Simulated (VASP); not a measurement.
# Mg8Zn3O12 (a cell with a defect) in VASP: single point with PBEsol

Aim: the single point of Mg8Zn3O12 (a cell with a defect) with PBEsol.

All numbers are computed with VASP 6.6.1; they aren't measurements. Logs are shortened: lines on timing, memory, paths and dates and some standing lists are left out, and cuts for length are marked.

**1. The cell of the first run**

The cell holds a defect, 23 atoms: a = 5.994 Å, b = 5.994 Å, c = 7.307 Å, α = 90.00°, β = 90.00°, γ = 120.00°.

**2. Single point, PBEsol**

The input, INCAR:

```
SYSTEM = Mg8Zn3O12
  ALGO = Normal
  EDIFF = 1E-7
  ENCUT = 520
  GGA = PS
  ISIF = 2
  ISMEAR = 0
  LASPH = .TRUE.
  LCHARG = .FALSE.
  LREAL = Auto
  LWAVE = .FALSE.
  NBANDS = 79
  NELECT = 126.0
  NELM = 80
  PREC = Accurate
  SIGMA = 0.05
```

The input, KPOINTS:

```
k-points
0
G
  6 6 4
  0 0 0
```

The input, POSCAR:

```
Mg8Zn3O12
1.0
    2.9968604837     -5.1907146209      0.0000000000
   -5.9937209673      0.0000000000      0.0000000000
    0.0000000000      0.0000000000     -7.3066930200
Mg Zn O
8 3 12
Direct
    0.1666666467      0.3333332830      0.3379062174
    0.6628466890      0.3256935149      0.3235322729
    0.1743064426      0.8371532671      0.3235322729
    0.6628466890      0.8371532603      0.3235322729
    0.3371531914      0.1628467661      0.6764677244
    0.8256934378      0.1628467593      0.6764677244
    0.3371531914      0.6743065115      0.6764677244
    0.8333334263      0.6666666728      0.6620937799
    0.0000000000      0.0000000000      0.9999999973
    0.0000000000      0.4999999193      0.9999999973
    0.4999999402      0.4999999298      0.9999999973
    0.1666666467      0.3333332830      0.8251378542
    0.6740239554      0.3480478601      0.8213069830
    0.1519521025      0.8259760970      0.8213069830
    0.6740239554      0.8259760146      0.8213069830
    0.3259761177      0.1740239413      0.1786930143
    0.8480479706      0.1740240256      0.1786930143
    0.3259761177      0.6519520957      0.1786930143
    0.8333334263      0.6666666728      0.1748621430
    0.0000000000      0.4999999193      0.5000000671
    0.4999999402      0.4999999298      0.5000000671
    0.0000000000      1.0000000055      0.5000000671
    0.4999999402      1.0000000159      0.5000000671
```

Potentials or basis: VASP PAW PBE potentials, release 64 (Mg, Zn, O).

The run is started by

```console
$ cat potpaw_PBE.64/Mg/POTCAR potpaw_PBE.64/Zn/POTCAR potpaw_PBE.64/O/POTCAR > POTCAR
$ mpirun -np 1 vasp_std > vasp.out
```

OUTCAR:

```text
SYSTEM = Mg8Zn3O12
   EDIFF = 1E-7
   ENCUT = 520
   GGA = PS
   ISIF = 2
   ISMEAR = 0
   LASPH = .TRUE.
   LREAL = Auto
   NELECT = 126.0
   NELM = 80
   PREC = Accurate

 ion  position               nearest neighbor table
   1  0.167  0.333  0.338-  17 2.02  18 2.02  16 2.02  22 2.10  20 2.10  21 2.10   3 3.00   2 3.00
                             4 3.00   4 3.00   2 3.00   3 3.00   9 3.01  10 3.01  11 3.01   5 3.04
   2  0.663  0.326  0.324-  16 2.05  17 2.05  19 2.08  23 2.13  21 2.17  20 2.17   3 2.93   4 2.93
                            11 2.94  10 2.94   1 3.00   1 3.00   8 3.04   4 3.07   3 3.07   5 3.08
   3  0.174  0.837  0.324-  16 2.05  18 2.05  19 2.08  23 2.13  22 2.17  20 2.17   2 2.93   4 2.93
                             9 2.94  10 2.94   1 3.00   1 3.00   8 3.04   4 3.07   2 3.07   5 3.08
   4  0.663  0.837  0.324-  18 2.05  17 2.05  19 2.08  23 2.13  22 2.17  21 2.17   3 2.93   2 2.93
                             9 2.94  11 2.94   1 3.00   1 3.00   8 3.04   2 3.07   3 3.07   7 3.08
   5  0.337  0.163  0.676-  14 2.05  13 2.05  12 2.08  23 2.13  21 2.17  22 2.17   6 2.93   7 2.93
                            11 2.94   9 2.94   8 3.00   8 3.00   1 3.04   7 3.07   6 3.07   2 3.08
   6  0.826  0.163  0.676-  13 2.05  15 2.05  12 2.08  23 2.13  20 2.17  22 2.17   7 2.93   5 2.93
                            10 2.94   9 2.94   8 3.00   8 3.00   1 3.04   5 3.07   7 3.07   4 3.08
   7  0.337  0.674  0.676-  14 2.05  15 2.05  12 2.08  23 2.13  20 2.17  21 2.17   6 2.93   5 2.93
                            10 2.94  11 2.94   8 3.00   8 3.00   1 3.04   5 3.07   6 3.07   4 3.08
   8  0.833  0.667  0.662-  14 2.02  13 2.02  15 2.02  20 2.10  22 2.10  21 2.10   7 3.00   6 3.00
                             5 3.00   5 3.00   6 3.00   7 3.00   9 3.01  10 3.01  11 3.01   3 3.04
   9  0.000  0.000  1.000-  14 2.14  15 2.14  17 2.14  16 2.14  12 2.15  19 2.15   3 2.94   5 2.94
                             4 2.94   6 2.94  10 3.00  11 3.00  11 3.00  10 3.00   1 3.01   8 3.01
  10  0.000  0.500  1.000-  17 2.14  13 2.14  18 2.14  14 2.14  12 2.15  19 2.15   6 2.94   7 2.94
                             2 2.94   3 2.94   9 3.00  11 3.00  11 3.00   9 3.00   1 3.01   8 3.01
  11  0.500  0.500  1.000-  18 2.14  16 2.14  15 2.14  13 2.14  12 2.15  19 2.15   5 2.94   2 2.94
                             7 2.94   4 2.94  10 3.00   9 3.00   9 3.00  10 3.00   1 3.01   8 3.01
  12  0.167  0.333  0.825-   5 2.08   6 2.08   7 2.08   9 2.15  10 2.15  11 2.15
  13  0.674  0.348  0.821-   8 2.02   6 2.05   5 2.05  10 2.14  11 2.14
  14  0.152  0.826  0.821-   8 2.02   5 2.05   7 2.05   9 2.14  10 2.14
  15  0.674  0.826  0.821-   8 2.02   6 2.05   7 2.05   9 2.14  11 2.14
  16  0.326  0.174  0.179-   1 2.02   2 2.05   3 2.05  11 2.14   9 2.14
  17  0.848  0.174  0.179-   1 2.02   4 2.05   2 2.05  10 2.14   9 2.14
  18  0.326  0.652  0.179-   1 2.02   4 2.05   3 2.05  11 2.14  10 2.14
  19  0.833  0.667  0.175-   3 2.08   2 2.08   4 2.08   9 2.15  10 2.15  11 2.15
  20  0.000  0.500  0.500-   8 2.10   1 2.10   6 2.17   7 2.17   2 2.17   3 2.17
  21  0.500  0.500  0.500-   1 2.10   8 2.10   5 2.17   2 2.17   7 2.17   4 2.17
  22  0.000  0.000  0.500-   8 2.10   1 2.10   5 2.17   6 2.17   3 2.17   4 2.17
  23  0.500  0.000  0.500-   6 2.13   5 2.13   7 2.13   3 2.13   2 2.13   4 2.13

  LATTYP: Found a hexagonal cell.
[... 198 lines left out ...]
     AMIX_MAG =   1.60;   BMIX_MAG =  1.00
  volume/ion in A,a.u.               =       9.88        66.70
  Fermi-wavevector in a.u.,A,eV,Ry     =   1.344777  2.541259 24.605106  1.808424
  Thomas-Fermi vector in A             =   2.472743
   LORBIT       =      0    0 simple, 1 ext, 2 COOP (PROOUT), +10 PAW based schemes
   GGA     = PS    functional components
   LHFCALC =     F    Hartree Fock is set to
   AEXX    =    0.0000 exact exchange contribution
   IVDW    =     0    specifies the selected vdW correction
   LEPSILON=     F    determine dielectric tensor
   LRPA    =     F    only Hartree local field effects (RPA)
 non-spin polarized calculation
 Gauss-broadening in eV      SIGMA  =   0.05
  energy-cutoff  :      520.00
  volume of cell :      227.32
 maximum number of plane-waves:      6147
 NGX is ok and might be reduce to    48
   NGX = 23   NGY = 23   NGZ = 27

 number of electron     125.9999999 magnetization

 Free energy of the ion-electron system (eV)
  ---------------------------------------------------
  ext. energy  EPLUGINS =         0.00000000
  ---------------------------------------------------
  free energy    TOTEN  =      -126.27303938 eV

  energy without entropy =     -126.27303938  energy(sigma->0) =     -126.27303938

 E-fermi :   2.9349     XC(G=0): -11.4536

 val. band max:        2.6690930919   @ k =   0.0000   0.0000   0.5000
 cond. band min:       5.8885017110   @ k =   0.0000   0.0000   0.0000
 fundamental gap:      3.2194086191
 Fermi energy:         2.9349031258

 k-point     1 :       0.0000    0.0000    0.0000
  band No.  band energies     occupation
      1     -15.1486      2.00000
      2     -14.4401      2.00000
      3     -14.3390      2.00000
      4     -13.8143      2.00000
      5     -13.6875      2.00000
      6     -13.6409      2.00000
[... 1861 lines left out ...]
     74      12.4002      0.00000
     75      12.7180      0.00000
 [bands above 75 left out]

------------------------ aborting loop because EDIFF is reached ----------------------------------------

  FORCE on cell =-STRESS in cart. coord.  units (eV):
  Direction    XX          YY          ZZ          XY          YZ          ZX
  --------------------------------------------------------------------------------------
  -------------------------------------------------------------------------------------
  Total       14.0749784     14.0749784     12.5897150     -0.0000000      0.0000000     -0.0000000
  in kB       99.2004824     99.2004824     88.7323424     -0.0000000      0.0000000     -0.0000000
  external PRESSURE =      95.7111024 kB  Pullay stress =       0.0000000 kB

 VOLUME and BASIS-vectors are now :
 -----------------------------------------------------------------------------
  energy-cutoff  :      520.00
  volume of cell :      227.32
      direct lattice vectors                 reciprocal lattice vectors
     2.996860484 -5.190714621  0.000000000     0.000000000 -0.192651701  0.000000000
    -5.993720967  0.000000000  0.000000000    -0.166841267 -0.096325850  0.000000000
     0.000000000  0.000000000 -7.306693020     0.000000000  0.000000000 -0.136860820

 POSITION                                       TOTAL-FORCE (eV/Angst)
 -----------------------------------------------------------------------------------
     -1.49843     -0.86512     -2.46898        -0.000000      0.000000      0.001053
      0.03434     -3.44065     -2.36395         0.004769      0.002753      0.008653
     -4.49529     -0.90478     -2.36395         0.000000     -0.005507      0.008653
     -3.03120     -3.44065     -2.36395        -0.004769      0.002753      0.008653
      0.03434     -1.75007     -4.94274         0.004769     -0.002753     -0.008653
      1.49843     -4.28594     -4.94274        -0.000000      0.005507     -0.008653
[... 15 lines left out ...]
     -0.00000      0.00000     -3.65335         0.000000      0.000000     -0.000000
      1.49843     -2.59536     -3.65335         0.000000      0.000000     -0.000000
 -----------------------------------------------------------------------------------
    total drift:                                0.000220      0.002278      0.002066

  FREE ENERGIE OF THE ION-ELECTRON SYSTEM (eV)
  ---------------------------------------------------
  free  energy   TOTEN  =      -126.2730393778 eV

  energy  without entropy=     -126.2730393778  energy(sigma->0) =     -126.27303938
```

stdout:

```text
POSCAR found type information on POSCAR MgZnO
 POSCAR found :  3 types and      23 ions
 scaLAPACK will be used
 -----------------------------------------------------------------------------
|                                                                             |
|                                                                             |
|     You enforced a specific xc type in the INCAR file but a different       |
|     I HOPE YOU KNOW WHAT YOU ARE DOING!                                     |
|                                                                             |
 -----------------------------------------------------------------------------

 LDA part: xc-table for (Slater+PW92), standard interpolation
 POSCAR, INCAR and KPOINTS ok, starting setup
 FFT: planning ... GRIDC
 FFT: planning ... GRID_SOFT
 FFT: planning ... GRID
 WAVECAR not read
 entering main loop
 the old and the new charge density differ
 old charge density:   124.00000 new  126.00000
    0.263E+01
```

Wall time 27 min (1 thread of Oxide Virtual Turin-like, shared host); peak memory 0.47 GiB.

Results:

| Quantity | Value |
| --- | --- |
| Free energy | -126.2730 eV |
| Largest force | 0.079 eV/Å |

Forces on the atoms (eV/Å):
```
Mg   0.000  0.000  0.001
Mg   0.005  0.003  0.009
Mg   0.000 -0.006  0.009
Mg  -0.005  0.003  0.009
Mg   0.005 -0.003 -0.009
Mg   0.000  0.006 -0.009
Mg  -0.005 -0.003 -0.009
Mg   0.000  0.000 -0.001
Zn   0.000  0.000  0.000
Zn   0.000  0.000  0.000
Zn   0.000  0.000  0.000
O    0.000  0.000  0.079
O    0.021  0.012  0.060
O    0.000 -0.024  0.060
O   -0.021  0.012  0.060
O    0.021 -0.012 -0.060
O    0.000  0.024 -0.060
O   -0.021 -0.012 -0.060
O    0.000  0.000 -0.079
O    0.000  0.000  0.000
O    0.000  0.000  0.000
O    0.000  0.000  0.000
O    0.000  0.000  0.000
```

Levels at points of the mesh, in eV from the Fermi level:
| k point | band 59 | band 60 | band 61 | band 62 | band 63 | band 64 | band 65 | band 66 | band 67 | band 68 |
| --- | --- | --- | --- | --- | --- | --- | --- | --- | --- | --- |
| (0.00, 0.00, 0.00) | -0.54 | -0.54 | -0.52 | -0.38 | -0.38 | 2.95 | 6.24 | 6.24 | 6.29 | 6.32 |
| (0.50, 0.00, 0.00) | -0.68 | -0.63 | -0.59 | -0.48 | -0.46 | 5.02 | 5.46 | 6.75 | 7.41 | 7.70 |
| (0.00, 0.00, 0.50) | -0.47 | -0.47 | -0.43 | -0.27 | -0.27 | 4.17 | 5.01 | 6.17 | 6.55 | 6.55 |
| (0.50, 0.00, 0.50) | -0.85 | -0.77 | -0.58 | -0.52 | -0.44 | 5.23 | 5.69 | 6.74 | 6.91 | 6.98 |

Caveat: the cell carries a net charge on a neutralising background, which shifts energy and pressure; the cell is charged against a uniform background, so pressure and absolute levels hang on convention; the PAW data sets were made with another functional, which shifts forces and pressure a little.
